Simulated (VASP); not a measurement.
# Nb (I4/mmm) in VASP: a series of runs

The runs below take Nb through single point, with LDA.

All numbers are computed with VASP 6.6.1; they aren't measurements. Logs are shortened: lines on timing, memory, paths and dates and some standing lists are left out, and cuts for length are marked.

### Step 1. The cell of the first run

Symmetry: I4/mmm, No. 139, tetragonal system. Conventional cell: a = 3.328 Å, b = 3.328 Å, c = 3.203 Å, α = 90.00°, β = 90.00°, γ = 90.00°. Within 3.8 Å of Nb (site symmetry 4/mmm) lie 14 Nb at 2.85 to 3.33 Å.

### Step 2. Single point, LDA (strain -0.0375 x Voigt [0, 1, 0, 0, 0, 0])

File INCAR:

```
SYSTEM = Nb
  PREC = Accurate
  ENCUT = 500
  EDIFF = 1E-6
  ISMEAR = 0
  SIGMA = 0.15
  LREAL = .False.
  LASPH = .True.
  NELM = 120
  ALGO = Normal
  ISIF = 2
  LWAVE = .False.
  LCHARG = .False.
  GGA = CA
  NBANDS = 12
  GGA_COMPAT = .False.
```

File KPOINTS:

```
regular mesh
0
Gamma
  20 20 20
  0 0 0
```

File POSCAR:

```
Nb
1.0
   -1.6639500000      1.6015518750      1.6639500000
    1.6639500000     -1.6015518750      1.6639500000
    1.6639500000      1.6015518750     -1.6639500000
Nb
1
Direct
    0.0000000000      0.0000000000      0.0000000000
```

Potentials or basis: VASP PAW LDA potentials, release 64 (Nb_sv).

Run with:

```sh
cat potpaw_LDA.64/Nb_sv/POTCAR > POTCAR
mpirun -np 1 vasp_std > vasp.out
```

OUTCAR:

```text
SYSTEM = Nb
   PREC = Accurate
   ENCUT = 500
   EDIFF = 1E-6
   ISMEAR = 0
   LREAL = .False.
   LASPH = .True.
   NELM = 120
   ISIF = 2
   GGA = CA

 ion  position               nearest neighbor table
   1  0.000  0.000  0.000-

  LATTYP: Found a body centered tetragonal cell.
 ALAT       =     3.3279000000
 C/A-ratio  =     0.9625000000

  Lattice vectors:

 A1 = (  -1.6639500000,  -1.6015518750,   1.6639500000)
 A2 = (   1.6639500000,  -1.6015518750,  -1.6639500000)
 A3 = (   1.6639500000,   1.6015518750,   1.6639500000)

Analysis of symmetry for initial positions (statically):
=====================================================================
 Subroutine PRICEL returns:
 Original cell was already a primitive cell.

 Routine SETGRP: Setting up the symmetry group for a
 body centered tetragonal supercell.

 Subroutine GETGRP returns: Found 16 space group operations
 (whereof 16 operations were pure point group operations)
 out of a pool of 16 trial point group operations.

The static configuration has the point symmetry D_4h.

Analysis of symmetry for dynamics (positions and initial velocities):
=====================================================================
 Subroutine PRICEL returns:
 Original cell was already a primitive cell.

 Routine SETGRP: Setting up the symmetry group for a
 body centered tetragonal supercell.

 Subroutine GETGRP returns: Found 16 space group operations
 (whereof 16 operations were pure point group operations)
 out of a pool of 16 trial point group operations.

The dynamic configuration has the point symmetry D_4h.

 Subroutine INISYM returns: Found 16 space group operations
 (whereof 16 operations are pure point group operations),
 and found     1 'primitive' translations

----------------------------------------------------------------------------------------

                                     Primitive cell

  volume of cell :      17.7371

  direct lattice vectors                    reciprocal lattice vectors
    -1.663950000  1.601551875  1.663950000     0.000000000  0.312197193  0.300489798
     1.663950000 -1.601551875  1.663950000     0.300489798  0.000000000  0.300489798
     1.663950000  1.601551875 -1.663950000     0.300489798  0.312197193  0.000000000

  length of vectors
     2.846476350  2.846476350  2.846476350     0.433314212  0.424956748  0.433314212

  position of ions in fractional coordinates (direct lattice)
     0.000000000  0.000000000  0.000000000

  ion indices of the primitive-cell ions
   primitive index   ion index
                 1           1

----------------------------------------------------------------------------------------

 KPOINTS: regular mesh

Automatic generation of k-mesh.
 Grid dimensions read from file:
 generate k-points for:   20   20   20

 Generating k-lattice:

  Cartesian coordinates                     Fractional coordinates (reciprocal lattice)
     0.000000000  0.015609860  0.015024490     0.050000000 -0.000000000  0.000000000
     0.015024490  0.000000000  0.015024490     0.000000000  0.050000000  0.000000000
     0.015024490  0.015609860  0.000000000     0.000000000 -0.000000000  0.050000000

  Length of vectors
     0.021665711  0.021247837  0.021665711

  Shift w.r.t. Gamma in fractional coordinates (k-lattice)
     0.000000000  0.000000000  0.000000000

 Subroutine IBZKPT returns following result:
 ===========================================

 Found    641 irreducible k-points:

 Following reciprocal coordinates:
            Coordinates               Weight
  0.000000  0.000000  0.000000      1.000000
  0.050000  0.000000 -0.000000      8.000000
  0.100000  0.000000 -0.000000      8.000000
  0.150000 -0.000000  0.000000      8.000000
  0.200000  0.000000 -0.000000      8.000000
  0.250000 -0.000000  0.000000      8.000000
[... 16 lines left out ...]
 -0.450000  0.050000 -0.000000     16.000000
 -0.400000  0.050000  0.000000     16.000000
 [... further k-points ...]
   k-points           NKPTS =    641   k-points in BZ     NKDIM =    641   number of bands    NBANDS=     12
   number of dos      NEDOS =    301   number of ions     NIONS =      1
   total plane-waves  NPLWV =  13824
   dimension x,y,z NGX =    24 NGY =   24 NGZ =   24
   dimension x,y,z NGXF=    48 NGYF=   48 NGZF=   48
   ions per type =               1
   NGX,Y,Z   is equivalent  to a cutoff of  14.02, 14.02, 14.02 a.u.
   NGXF,Y,Z  is equivalent  to a cutoff of  28.03, 28.03, 28.03 a.u.
 SYSTEM =  Nb
   PREC   = accura    normal or accurate (medium, high low for compatibility)
   ISTART =      0    job   : 0-new  1-cont  2-samecut
   ICHARG =      2    charge: 1-file 2-atom 10-const
   ISPIN  =      1    spin polarized calculation?
   LNONCOLLINEAR =      F non collinear calculations
   LSORBIT =      F    spin-orbit coupling
   LASPH  =      T    aspherical Exc in radial PAW
   ENCUT  =  500.0 eV  36.75 Ry    6.06 a.u.   5.19  5.19  5.19*2*pi/ulx,y,z
   NELM   =    120;   NELMIN=  2; NELMDL= -5     # of ELM steps
   EDIFF  = 0.1E-05   stopping-criterion for ELM
   LREAL  =      F    real-space projection
   EDIFFG = 0.1E-04   stopping-criterion for IOM
   NSW    =      0    number of steps for IOM
   IBRION =     -1    ionic relax: 0-MD 1-quasi-New 2-CG
   NFREE  =      0    steps in history (QN), initial steepest desc. (CG)
   ISIF   =      2    stress and relaxation
   ISYM   =      2    0-nonsym 1-usesym 2-fastsym
   POTIM  = 0.5000    time-step for ionic-motion
   TEBEG  =    0.0;   TEEND  =   0.0 temperature during run
   PSTRESS=    0.0 pullay stress
   NELECT =      13.0000    total number of electrons
   NUPDOWN=      -1.0000    fix difference up-down
   EMIN   =  10.00;   EMAX   =-10.00  energy-range for DOS
   EFERMI =   0.00;   METHOD = LEGACY
   ISMEAR =     0;   SIGMA  =   0.15  broadening in eV -4-tet -1-fermi 0-gaus
   EFERMI_NEDOS =   21; number of points for ismear=-14 and -15
   IALGO  =     38    algorithm
   IMIX   =      4    mixing-type and parameters
     AMIX     =   0.40;   BMIX     =  1.00
     AMIX_MAG =   1.60;   BMIX_MAG =  1.00
  volume/ion in A,a.u.               =      17.74       119.70
  Fermi-wavevector in a.u.,A,eV,Ry     =   1.476031  2.789294 29.642565  2.178667
  Thomas-Fermi vector in A             =   2.590607
   LORBIT       =      0    0 simple, 1 ext, 2 COOP (PROOUT), +10 PAW based schemes
   GGA     = CA    functional components
   LHFCALC =     F    Hartree Fock is set to
   AEXX    =    0.0000 exact exchange contribution
   IVDW    =     0    specifies the selected vdW correction
   LEPSILON=     F    determine dielectric tensor
   LRPA    =     F    only Hartree local field effects (RPA)
 non-spin polarized calculation
 Gauss-broadening in eV      SIGMA  =   0.15
  energy-cutoff  :      500.00
  volume of cell :       17.74
 maximum number of plane-waves:       466
 NGX is ok and might be reduce to    24
   NGX = 11   NGY = 11   NGZ = 11

 number of electron      13.0000000 magnetization

 Free energy of the ion-electron system (eV)
  ---------------------------------------------------
  ext. energy  EPLUGINS =         0.00000000
  ---------------------------------------------------
  free energy    TOTEN  =       -11.24615040 eV

  energy without entropy =      -11.22936465  energy(sigma->0) =      -11.23775753

 E-fermi :  11.2146     XC(G=0): -12.7935

 val. band max:       11.2014004119   @ k =   0.2000  -0.1500   0.1000
 cond. band min:      11.2201102034   @ k =  -0.1500   0.2000   0.1500
 fundamental gap:      0.0187097916
 Fermi energy:        11.2145550167

 k-point     1 :       0.0000    0.0000    0.0000
  band No.  band energies     occupation
      1     -42.8355      2.00000
      2     -18.2510      2.00000
      3     -18.2510      2.00000
      4     -18.2500      2.00000
      5       5.2567      2.00000
      6      11.2644      0.63844
      7      11.7042      0.00000
      8      11.7042      0.00000
      9      14.1806      0.00000
     10      14.7837      0.00000
     11      25.2779      0.00000
     12      25.2779      0.00000

 k-point     2 :       0.0500    0.0000   -0.0000
  band No.  band energies     occupation
      1     -42.8290      2.00000
      2     -18.2888      2.00000
      3     -18.2629      2.00000
      4     -18.2513      2.00000
      5       5.3645      2.00000
      6      11.2715      0.59154
      7      11.6842      0.00001
      8      11.7297      0.00000
      9      14.1628      0.00000
     10      14.7012      0.00000
     11      25.4539      0.00000
     12      25.4665      0.00000

 k-point     3 :       0.1000    0.0000   -0.0000
  band No.  band energies     occupation
      1     -42.8101      2.00000
      2     -18.3991      2.00000
      3     -18.2973      2.00000
      4     -18.2537      2.00000
      5       5.6760      2.00000
      6      11.1697      1.32739
      7      11.6074      0.00021
      8      11.9403      0.00000
      9      14.0991      0.00000
     10      14.5470      0.00000
     11      25.8325      0.00000
     12      26.0168      0.00000
[... 286 lines left out ...]
 k-point    23 :      -0.4500    0.0500   -0.0000
  band No.  band energies     occupation
      1     -42.5767      2.00000
      2     -19.6137      2.00000
      3     -18.7014      2.00000
      4     -18.2986      2.00000
      5       7.5469      2.00000
      6       9.4501      2.00000
      7      12.8733      0.00000
      8      14.6055      0.00000
      9      15.4686      0.00000
     10      17.2767      0.00000
     11      23.3656      0.00000
     12      24.0879      0.00000

 k-point    24 :      -0.4000    0.0500    0.0000
  band No.  band energies     occupation
      1     -42.6017      2.00000
      2     -19.4940      2.00000
      3     -18.6578      2.00000
      4     -18.2960      2.00000
      5       7.6456      2.00000
      6       9.6056      2.00000
      7      12.1737      0.00000
      8      14.4558      0.00000
      9      15.2951      0.00000
     10      16.4177      0.00000
     11      23.9520      0.00000
     12      25.0134      0.00000

 [... further k-points ...]

------------------------ aborting loop because EDIFF is reached ----------------------------------------

  FORCE on cell =-STRESS in cart. coord.  units (eV):
  Direction    XX          YY          ZZ          XY          YZ          ZX
  --------------------------------------------------------------------------------------
  -------------------------------------------------------------------------------------
  Total       -0.8578607     -0.4206118     -0.8578607      0.0000000     -0.0000000      0.0000000
  in kB      -77.4900274    -37.9936009    -77.4900274      0.0000000     -0.0000000      0.0000000
  external PRESSURE =     -64.3245519 kB  Pullay stress =       0.0000000 kB

 VOLUME and BASIS-vectors are now :
 -----------------------------------------------------------------------------
  energy-cutoff  :      500.00
  volume of cell :       17.74
      direct lattice vectors                 reciprocal lattice vectors
    -1.663950000  1.601551875  1.663950000     0.000000000  0.312197193  0.300489798
     1.663950000 -1.601551875  1.663950000     0.300489798  0.000000000  0.300489798
     1.663950000  1.601551875 -1.663950000     0.300489798  0.312197193  0.000000000

 POSITION                                       TOTAL-FORCE (eV/Angst)
 -----------------------------------------------------------------------------------
      0.00000      0.00000      0.00000        -0.000000     -0.000000      0.000000
 -----------------------------------------------------------------------------------
    total drift:                                0.000000      0.000000     -0.000000

  FREE ENERGIE OF THE ION-ELECTRON SYSTEM (eV)
  ---------------------------------------------------
  free  energy   TOTEN  =       -11.2461504009 eV

  energy  without entropy=      -11.2293646501  energy(sigma->0) =      -11.23775753
```

Wall time 42 s (1 thread of Intel Xeon Platinum 8559C (Emerald Rapids), shared host); peak memory 0.22 GiB.

What came out:

* Free energy: -11.2462 eV
* Pressure: -6.4 GPa

Stress tensor (GPa, compression positive):
```
-7.75  0.00  0.00
 0.00 -3.80  0.00
 0.00  0.00 -7.75
```

Levels at points of the mesh, in eV from the Fermi level:
```tsv
k point	band 2	band 3	band 4	band 5	band 6	band 7	band 8	band 9	band 10	band 11
(0.00, 0.00, 0.00)	-29.47	-29.47	-29.46	-5.96	0.05	0.49	0.49	2.97	3.57	14.06
(0.50, 0.00, 0.00)	-30.91	-29.93	-29.50	-3.82	-1.88	2.51	3.39	4.24	6.53	11.66
(0.00, 0.50, 0.00)	-30.92	-29.89	-29.45	-3.77	-1.41	2.23	2.93	3.83	6.45	11.78
(0.50, 0.50, 0.50)	-30.48	-30.48	-30.38	-3.88	-3.78	5.67	5.67	5.82	8.90	8.90
```

Caveat: the cell differs from its parent crystal (strain -0.0375 x Voigt [0, 1, 0, 0, 0, 0]).

(Part 1 of 2 ends here.)
